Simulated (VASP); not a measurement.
# Mg2CdO3 in VASP: notebook, part 3 of 3

VASP 6.6.1.

## 5. Relaxation of cell and atoms, PBE

INCAR reads:

```
SYSTEM = Mg2CdO3
  PREC = Accurate
  ENCUT = 600
  EDIFF = 1E-6
  ISMEAR = 0
  SIGMA = 0.02
  LREAL = .FALSE.
  LASPH = .TRUE.
  NELM = 60
  ALGO = Normal
  ISIF = 3
  LWAVE = .FALSE.
  LCHARG = .FALSE.
  GGA = PE
  IBRION = 2
  NSW = 100
  EDIFFG = -0.01
```

KPOINTS reads:

```
regular mesh
0
G
  12 12 4
  0 0 0
```

POSCAR reads:

```
Mg2CdO3
1.0
    3.1180994494      0.0000000000      0.0000000000
   -1.5590497247      2.7003533347      0.0000000000
    0.0000000000      0.0000000000      7.7862967287
Mg Cd O
2 1 3
Direct
    0.6666666667      0.3333333333      0.8437361650
    0.3333333333      0.6666666667      0.1562638350
    0.0000000000      0.0000000000      0.5000000000
    0.3333333333      0.6666666667      0.6949676252
    0.6666666667      0.3333333333      0.3050323748
    0.0000000000      0.0000000000      0.0000000000
```

Potentials or basis: VASP PAW PBE potentials, release 64 (Mg, Cd, O).

Run with:

```sh
> cat potpaw_PBE.64/Mg/POTCAR potpaw_PBE.64/Cd/POTCAR potpaw_PBE.64/O/POTCAR > POTCAR
> mpirun -np 1 vasp_std > vasp.out
```

OUTCAR:

```text
SYSTEM = Mg2CdO3
   PREC = Accurate
   ENCUT = 600
   EDIFF = 1E-6
   ISMEAR = 0
   LREAL = .FALSE.
   LASPH = .TRUE.
   NELM = 60
   ISIF = 3
   GGA = PE
   IBRION = 2
   NSW = 100
   EDIFFG = -0.01

 ion  position               nearest neighbor table
   1  0.667  0.333  0.844-   4 2.14   4 2.14   4 2.14   6 2.17   6 2.17   6 2.17   2 3.03   2 3.03
                             2 3.03   3 3.23   3 3.23   3 3.23
   2  0.333  0.667  0.156-   5 2.14   5 2.14   5 2.14   6 2.17   6 2.17   6 2.17   1 3.03   1 3.03
                             1 3.03   3 3.23   3 3.23   3 3.23
   3  0.000  0.000  0.500-   4 2.35   5 2.35   4 2.35   5 2.35   5 2.35   4 2.35   1 3.23   2 3.23
                             2 3.23   1 3.23   2 3.23   1 3.23
   4  0.333  0.667  0.695-   1 2.14   1 2.14   1 2.14   3 2.35   3 2.35   3 2.35
   5  0.667  0.333  0.305-   2 2.14   2 2.14   2 2.14   3 2.35   3 2.35   3 2.35
   6  0.000  0.000  0.000-   1 2.17   2 2.17   2 2.17   1 2.17   1 2.17   2 2.17

  LATTYP: Found a hexagonal cell.
 ALAT       =     3.1180994494
 C/A-ratio  =     2.4971290541

  Lattice vectors:

 A1 = (   3.1180994494,   0.0000000000,   0.0000000000)
[... 190 lines left out ...]

  FORCE on cell =-STRESS in cart. coord.  units (eV):
  Direction    XX          YY          ZZ          XY          YZ          ZX
  --------------------------------------------------------------------------------------
  -------------------------------------------------------------------------------------
  Total       -0.0582672     -0.0582672      0.0303175      0.0000000      0.0000000     -0.0000000
  in kB       -1.4239449     -1.4239449      0.7409041      0.0000000      0.0000000     -0.0000000
  external PRESSURE =      -0.7023286 kB  Pullay stress =       0.0000000 kB
[... 107 lines left out ...]
--------------------------------------- Ionic step        4  -------------------------------------------

 number of electron      33.9999999 magnetization

 Free energy of the ion-electron system (eV)
  ---------------------------------------------------
  ext. energy  EPLUGINS =         0.00000000
  ---------------------------------------------------
  free energy    TOTEN  =       -31.25044263 eV

  energy without entropy =      -31.25044263  energy(sigma->0) =      -31.25044263

 E-fermi :   2.5836     XC(G=0): -11.1721

 val. band max:        2.4410399588   @ k =   0.0000   0.0000   0.5000
 cond. band min:       4.3531971131   @ k =   0.0000   0.0000   0.0000
 fundamental gap:      1.9121571543
 Fermi energy:         2.5835932140

 k-point     1 :       0.0000    0.0000    0.0000
  band No.  band energies     occupation
      1     -14.5993      2.00000
      2     -14.0546      2.00000
      3     -13.5956      2.00000
      4      -4.7018      2.00000
      5      -4.3341      2.00000
      6      -4.3341      2.00000
[... 565 lines left out ...]
     20       9.9933      0.00000
     21      12.9196      0.00000

 [... further k-points ...]

------------------------ aborting loop because EDIFF is reached ----------------------------------------

  FORCE on cell =-STRESS in cart. coord.  units (eV):
  Direction    XX          YY          ZZ          XY          YZ          ZX
  --------------------------------------------------------------------------------------
  -------------------------------------------------------------------------------------
  Total        0.0050718      0.0050718      0.0047415      0.0000000     -0.0000000     -0.0000000
  in kB        0.1241007      0.1241007      0.1160198      0.0000000     -0.0000000     -0.0000000
  external PRESSURE =       0.1214071 kB  Pullay stress =       0.0000000 kB
[... 21 lines left out ...]
  FREE ENERGIE OF THE ION-ELECTRON SYSTEM (eV)
  ---------------------------------------------------
  free  energy   TOTEN  =       -31.2504426291 eV

  energy  without entropy=      -31.2504426291  energy(sigma->0) =      -31.25044263

 reached required accuracy - stopping structural energy minimisation
```

Run time: 3.1 min. Hardware: 1 thread of Intel Xeon Platinum 8488C (Sapphire Rapids), shared host; peak memory 0.3 GiB.

Results:

```yaml
Free_energy: -31.2504 eV
Relaxed_volume: 10.91 Å³/atom
Relaxed_cell: a = 3.115 Å, b = 3.115 Å, c = 7.791 Å, α = 90.00°, β = 90.00°, γ = 120.00°
Space_group_after_relaxing_to_0.1_Å: P-3m1 (No. 164)
Energy_gained_by_relaxing: 0.2 meV/atom
Ionic_steps: 4
Pressure_after_relaxing: 0.0 GPa
Largest_force_after_relaxing: 0.006 eV/Å
Band_gap_on_the_k_mesh: 1.91 eV (least direct gap 2.06 eV)
```

Forces on the atoms (eV/Å):
```
Mg   0.000  0.000  0.006
Mg   0.000  0.000 -0.006
Cd   0.000  0.000  0.000
O    0.000  0.000 -0.003
O    0.000  0.000  0.003
O    0.000  0.000  0.000
```

The path:
| step | energy change (eV) | largest force (eV/Å) | pressure (GPa) | volume (Å³) |
| --- | --- | --- | --- | --- |
| 1 | 0.0000 | 0.1172 | -0.07 | 65.56 |
| 2 | -0.0009 | 0.0416 | 0.00 | 65.51 |
| 3 | -0.0011 | 0.0585 | 0.00 | 65.49 |
| 4 | -0.0013 | 0.0057 | 0.01 | 65.48 |

Final structure:
```
Mg Cd O
1.0
     3.11516    0.00000    0.00000
    -1.55758    2.69781    0.00000
     0.00000    0.00000    7.79115
Mg Cd O
2 1 3
Direct
  0.66667 0.33333 0.84419
  0.33333 0.66667 0.15581
  0.00000 0.00000 0.50000
  0.33333 0.66667 0.69631
  0.66667 0.33333 0.30369
  0.00000 0.00000 0.00000
```

## 6. Summary

```csv
task,cell,k mesh,cutoff (eV),smearing,gap on the mesh (eV),pressure (GPa),largest force (eV/Å)
single point,"a = 3.118, b = 3.118, c = 7.786 Å, angles 90.0, 90.0, 120.0°, 6 atoms, atomic positions A",12 × 12 × 4,520,gaussian 0.02 eV,1.93,0.2,0.12
single point,"a = 3.118, b = 5.401, c = 7.786 Å, 12 atoms, atomic positions B",4 × 4 × 2,520,gaussian 0.1 eV,1.93,0.2,0.12
single point,"a = 3.120, b = 5.402, c = 7.781 Å, 12 atoms, atomic positions C",4 × 4 × 2,520,gaussian 0.1 eV,1.93,0.1,0.13
relaxation of cell and atoms,"relaxed from a = 3.118, b = 3.118, c = 7.786 Å, angles 90.0, 90.0, 120.0°, 6 atoms, atomic positions A",12 × 12 × 4,600,gaussian 0.02 eV,1.91,0.0,0.01
```

Alike in all rows: level PBE; potentials or basis VASP PAW PBE potentials, release 64 (Mg, Cd, O); no spin polarisation.

Caveats: some runs use coarse meshes.

Total energies depend on the potentials used, so only differences within one code and one set of settings carry meaning.
